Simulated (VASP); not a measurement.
# CdSe (NiAs type) (P6_3/mmc) in VASP: a series of runs

Runs on CdSe (NiAs type). Level: PBE. Tasks: single point.

Program: VASP 6.6.1. These are calculated values, not measurements. Logs are shortened: lines on timing, memory, paths and dates and some standing lists are left out, and cuts for length are marked.

## 1. The cell of the first run

It takes space group P6_3/mmc (No. 194, hexagonal). Conventional cell: a = 3.688 Å, b = 3.688 Å, c = 6.325 Å, α = 90.00°, β = 90.00°, γ = 120.00°. Cd (site symmetry -3m) has 6 Se at 2.65 Å and 2 Cd at 3.16 Å within 3.5 Å. Se (site symmetry -6m2) has 6 Cd at 2.65 Å within 3.5 Å.

## 2. Single point, PBE

The input, INCAR:

```
PREC = Accurate
ENCUT = 520
EDIFF = 1E-6
ISMEAR = -1
SIGMA = 0.05
LREAL = False
LASPH = True
NELM = 100
ALGO = Normal
ISIF = 2
LWAVE = False
LCHARG = False
GGA = PE
NBANDS = 26
```

The input, KPOINTS:

```
Automatic mesh
0
Gamma
  10 10 6
```

The input, POSCAR:

```
CdSe
1.0
    3.6875161319      0.0000000000      0.0000000000
   -1.8437580660      3.1934826471      0.0000000000
    0.0000000000      0.0000000000      6.3253176433
Cd Se
2 2
Direct
    0.0000000000      0.0000000000      0.0000000000
    0.0000000000      0.0000000000      0.5000000000
    0.3333333333      0.6666666667      0.2500000000
    0.6666666667      0.3333333333      0.7500000000
```

Potentials or basis: VASP PAW PBE potentials, release 64 (Cd, Se).

The run is started by

```sh
> cat potpaw_PBE.64/Cd/POTCAR potpaw_PBE.64/Se/POTCAR > POTCAR
> mpirun -np 1 vasp_std > vasp.out
```

OUTCAR:

```text
PREC = Accurate
   ENCUT = 520
   EDIFF = 1E-6
   ISMEAR = -1
   LREAL = False
   LASPH = True
   NELM = 100
   ISIF = 2
   GGA = PE

 ion  position               nearest neighbor table
   1  0.000  0.000  0.000-   3 2.65   4 2.65   4 2.65   3 2.65   4 2.65   3 2.65   2 3.16   2 3.16

   2  0.000  0.000  0.500-   3 2.65   4 2.65   4 2.65   3 2.65   4 2.65   3 2.65   1 3.16   1 3.16

   3  0.333  0.667  0.250-   1 2.65   2 2.65   1 2.65   2 2.65   1 2.65   2 2.65
   4  0.667  0.333  0.750-   1 2.65   2 2.65   1 2.65   2 2.65   1 2.65   2 2.65

  LATTYP: Found a hexagonal cell.
 ALAT       =     3.6875161319
 C/A-ratio  =     1.7153328737

  Lattice vectors:

 A1 = (   3.6875161319,   0.0000000000,   0.0000000000)
 A2 = (  -1.8437580660,   3.1934826471,   0.0000000000)
 A3 = (   0.0000000000,   0.0000000000,   6.3253176433)

Analysis of symmetry for initial positions (statically):
=====================================================================
 Subroutine PRICEL returns:
 Original cell was already a primitive cell.

 Routine SETGRP: Setting up the symmetry group for a
 hexagonal supercell.

 Subroutine GETGRP returns: Found 24 space group operations
 (whereof 12 operations were pure point group operations)
 out of a pool of 24 trial point group operations.

The static configuration has the point symmetry D_3d.
 The point group associated with its full space group is D_6h.

Analysis of symmetry for dynamics (positions and initial velocities):
=====================================================================
 Subroutine PRICEL returns:
 Original cell was already a primitive cell.

 Routine SETGRP: Setting up the symmetry group for a
 hexagonal supercell.

 Subroutine GETGRP returns: Found 24 space group operations
 (whereof 12 operations were pure point group operations)
 out of a pool of 24 trial point group operations.

The dynamic configuration has the point symmetry D_3d.
 The point group associated with its full space group is D_6h.

 Subroutine INISYM returns: Found 24 space group operations
 (whereof 12 operations are pure point group operations),
 and found     1 'primitive' translations

----------------------------------------------------------------------------------------

                                     Primitive cell

  volume of cell :      74.4871

  direct lattice vectors                    reciprocal lattice vectors
     3.687516132  0.000000000  0.000000000     0.271185254  0.156568880  0.000000000
    -1.843758066  3.193482647  0.000000000     0.000000000  0.313137759  0.000000000
     0.000000000  0.000000000  6.325317643     0.000000000  0.000000000  0.158094827

  length of vectors
     3.687516132  3.687516132  6.325317643     0.313137759  0.313137759  0.158094827

  position of ions in fractional coordinates (direct lattice)
     0.000000000  0.000000000  0.000000000
     0.000000000  0.000000000  0.500000000
     0.333333333  0.666666667  0.250000000
     0.666666667  0.333333333  0.750000000

  ion indices of the primitive-cell ions
   primitive index   ion index
                 1           1
                 2           2
                 3           3
                 4           4

----------------------------------------------------------------------------------------

 KPOINTS: Automatic mesh

Automatic generation of k-mesh.
 Grid dimensions read from file:
 generate k-points for:   10   10    6

 Generating k-lattice:

  Cartesian coordinates                     Fractional coordinates (reciprocal lattice)
     0.027118525  0.015656888  0.000000000     0.100000000 -0.000000000  0.000000000
     0.000000000  0.031313776  0.000000000     0.000000000  0.100000000  0.000000000
     0.000000000  0.000000000  0.026349138     0.000000000  0.000000000  0.166666667

  Length of vectors
     0.031313776  0.031313776  0.026349138

  Shift w.r.t. Gamma in fractional coordinates (k-lattice)
     0.000000000  0.000000000  0.000000000

 Subroutine IBZKPT returns following result:
 ===========================================

 Found     56 irreducible k-points:

 Following reciprocal coordinates:
            Coordinates               Weight
  0.000000  0.000000  0.000000      1.000000
  0.100000  0.000000  0.000000      6.000000
  0.200000  0.000000  0.000000      6.000000
  0.300000  0.000000  0.000000      6.000000
  0.400000  0.000000  0.000000      6.000000
  0.500000  0.000000  0.000000      3.000000
[... 16 lines left out ...]
  0.300000  0.100000  0.166667     24.000000
  0.400000  0.100000  0.166667     24.000000
 [... further k-points ...]
   k-points           NKPTS =     56   k-points in BZ     NKDIM =     56   number of bands    NBANDS=     26
   number of dos      NEDOS =    301   number of ions     NIONS =      4
   total plane-waves  NPLWV =  37632
   dimension x,y,z NGX =    28 NGY =   28 NGZ =   48
   dimension x,y,z NGXF=    56 NGYF=   56 NGZF=   96
   ions per type =               2   2
   NGX,Y,Z   is equivalent  to a cutoff of  12.62, 12.62, 12.62 a.u.
   NGXF,Y,Z  is equivalent  to a cutoff of  25.25, 25.25, 25.23 a.u.
 SYSTEM =  unknown system
   PREC   = accura    normal or accurate (medium, high low for compatibility)
   ISTART =      0    job   : 0-new  1-cont  2-samecut
   ICHARG =      2    charge: 1-file 2-atom 10-const
   ISPIN  =      1    spin polarized calculation?
   LNONCOLLINEAR =      F non collinear calculations
   LSORBIT =      F    spin-orbit coupling
   LASPH  =      T    aspherical Exc in radial PAW
   ENCUT  =  520.0 eV  38.22 Ry    6.18 a.u.   6.86  6.86 11.76*2*pi/ulx,y,z
   NELM   =    100;   NELMIN=  2; NELMDL= -5     # of ELM steps
   EDIFF  = 0.1E-05   stopping-criterion for ELM
   LREAL  =      F    real-space projection
   EDIFFG = 0.1E-04   stopping-criterion for IOM
   NSW    =      0    number of steps for IOM
   IBRION =     -1    ionic relax: 0-MD 1-quasi-New 2-CG
   NFREE  =      0    steps in history (QN), initial steepest desc. (CG)
   ISIF   =      2    stress and relaxation
   ISYM   =      2    0-nonsym 1-usesym 2-fastsym
   POTIM  = 0.5000    time-step for ionic-motion
   TEBEG  =    0.0;   TEEND  =   0.0 temperature during run
   PSTRESS=    0.0 pullay stress
   NELECT =      36.0000    total number of electrons
   NUPDOWN=      -1.0000    fix difference up-down
   EMIN   =  10.00;   EMAX   =-10.00  energy-range for DOS
   EFERMI =   0.00;   METHOD = LEGACY
   ISMEAR =    -1;   SIGMA  =   0.05  broadening in eV -4-tet -1-fermi 0-gaus
   EFERMI_NEDOS =   21; number of points for ismear=-14 and -15
   IALGO  =     38    algorithm
   IMIX   =      4    mixing-type and parameters
     AMIX     =   0.40;   BMIX     =  1.00
     AMIX_MAG =   1.60;   BMIX_MAG =  1.00
  volume/ion in A,a.u.               =      18.62       125.67
  Fermi-wavevector in a.u.,A,eV,Ry     =   1.284740  2.427807 22.457204  1.650558
  Thomas-Fermi vector in A             =   2.416916
   LORBIT       =      0    0 simple, 1 ext, 2 COOP (PROOUT), +10 PAW based schemes
   GGA     = PE    functional components
   LHFCALC =     F    Hartree Fock is set to
   AEXX    =    0.0000 exact exchange contribution
   IVDW    =     0    specifies the selected vdW correction
   LEPSILON=     F    determine dielectric tensor
   LRPA    =     F    only Hartree local field effects (RPA)
 non-spin polarized calculation
  energy-cutoff  :      520.00
  volume of cell :       74.49
 maximum number of plane-waves:      2030
 NGX is ok and might be reduce to    28
   NGX = 13   NGY = 13   NGZ = 23

 number of electron      35.9999991 magnetization

 Free energy of the ion-electron system (eV)
  ---------------------------------------------------
  ext. energy  EPLUGINS =         0.00000000
  ---------------------------------------------------
  free energy    TOTEN  =        -8.81338703 eV

  energy without entropy =       -8.81088316  energy(sigma->0) =       -8.81213510

 E-fermi :   4.9793     XC(G=0): -11.1926

 val. band max:        4.9731297798   @ k =   0.3000   0.3000   0.0000
 cond. band min:       5.4838196689   @ k =   0.3000   0.3000   0.1667
 fundamental gap:      0.5106898891
 Fermi energy:         4.9793493845

 k-point     1 :       0.0000    0.0000    0.0000
  band No.  band energies     occupation
      1      -9.9774      2.00000
      2      -8.5271      2.00000
      3      -4.3855      2.00000
      4      -4.3855      2.00000
      5      -4.3680      2.00000
      6      -4.2285      2.00000
[... 18 lines left out ...]
     25      13.6272      0.00000
     26      13.7033      0.00000

 k-point     2 :       0.1000    0.0000    0.0000
  band No.  band energies     occupation
      1      -9.8734      2.00000
      2      -8.5296      2.00000
      3      -4.3747      2.00000
      4      -4.3613      2.00000
      5      -4.2865      2.00000
      6      -4.1501      2.00000
[... 18 lines left out ...]
     25      12.9493      0.00000
     26      13.2580      0.00000

 k-point     3 :       0.2000    0.0000    0.0000
  band No.  band energies     occupation
      1      -9.5795      2.00000
      2      -8.5334      2.00000
      3      -4.3635      2.00000
      4      -4.3509      2.00000
      5      -4.1215      2.00000
      6      -4.0553      2.00000
[... 18 lines left out ...]
     25      12.7091      0.00000
     26      12.9492      0.00000

 k-point     4 :       0.3000    0.0000    0.0000
  band No.  band energies     occupation
      1      -9.1652      2.00000
      2      -8.5231      2.00000
      3      -4.3793      2.00000
      4      -4.3721      2.00000
      5      -4.2564      2.00000
      6      -4.1215      2.00000
[... 18 lines left out ...]
     25      12.7875      0.00000
     26      14.3627      0.00000
[... 496 lines left out ...]
      1      -9.2660      2.00000
      2      -8.5888      2.00000
      3      -4.3806      2.00000
      4      -4.2600      2.00000
      5      -4.1745      2.00000
      6      -4.0612      2.00000
[... 18 lines left out ...]
     25      12.8359      0.00000
     26      13.6272      0.00000

 k-point    23 :       0.3000    0.1000    0.1667
  band No.  band energies     occupation
      1      -8.8800      2.00000
      2      -8.5282      2.00000
      3      -4.4361      2.00000
      4      -4.3277      2.00000
      5      -4.2213      2.00000
      6      -4.1254      2.00000
[... 18 lines left out ...]
     25      13.1703      0.00000
     26      14.4554      0.00000

 k-point    24 :       0.4000    0.1000    0.1667
  band No.  band energies     occupation
      1      -8.6795      2.00000
      2      -8.4035      2.00000
      3      -4.4959      2.00000
      4      -4.3883      2.00000
      5      -4.2498      2.00000
      6      -4.1891      2.00000
[... 18 lines left out ...]
     25      14.1666      0.00000
     26      14.9863      0.00000

 [... further k-points ...]
[... 5 lines left out ...]
  --------------------------------------------------------------------------------------
  -------------------------------------------------------------------------------------
  Total       13.0365555     13.0365555     13.0745803     -0.0000000     -0.0000000      0.0000000
  in kB      280.4094286    280.4094286    281.2273218     -0.0000000     -0.0000000      0.0000000
  external PRESSURE =     280.6820597 kB  Pullay stress =       0.0000000 kB

 VOLUME and BASIS-vectors are now :
 -----------------------------------------------------------------------------
  energy-cutoff  :      520.00
  volume of cell :       74.49
      direct lattice vectors                 reciprocal lattice vectors
     3.687516132  0.000000000  0.000000000     0.271185254  0.156568880  0.000000000
    -1.843758066  3.193482647  0.000000000     0.000000000  0.313137759  0.000000000
     0.000000000  0.000000000  6.325317643     0.000000000  0.000000000  0.158094827

 POSITION                                       TOTAL-FORCE (eV/Angst)
 -----------------------------------------------------------------------------------
      0.00000      0.00000      0.00000         0.000000      0.000000      0.000000
      0.00000      0.00000      3.16266         0.000000      0.000000      0.000000
     -0.00000      2.12899      1.58133        -0.000000     -0.000000      0.000000
      1.84376      1.06449      4.74399         0.000000     -0.000000     -0.000000
 -----------------------------------------------------------------------------------
    total drift:                               -0.000000      0.000000      0.000000

  FREE ENERGIE OF THE ION-ELECTRON SYSTEM (eV)
  ---------------------------------------------------
  free  energy   TOTEN  =        -8.8133870348 eV

  energy  without entropy=       -8.8108831560  energy(sigma->0) =       -8.81213510
```

Run time: 45 s. Hardware: 1 thread of AMD EPYC 9R45 (Zen 5), shared host; peak memory 0.21 GiB.

Results:

```
Free energy : -8.8134 eV
Pressure    : 28.1 GPa
```

[end of part 1 of 2]
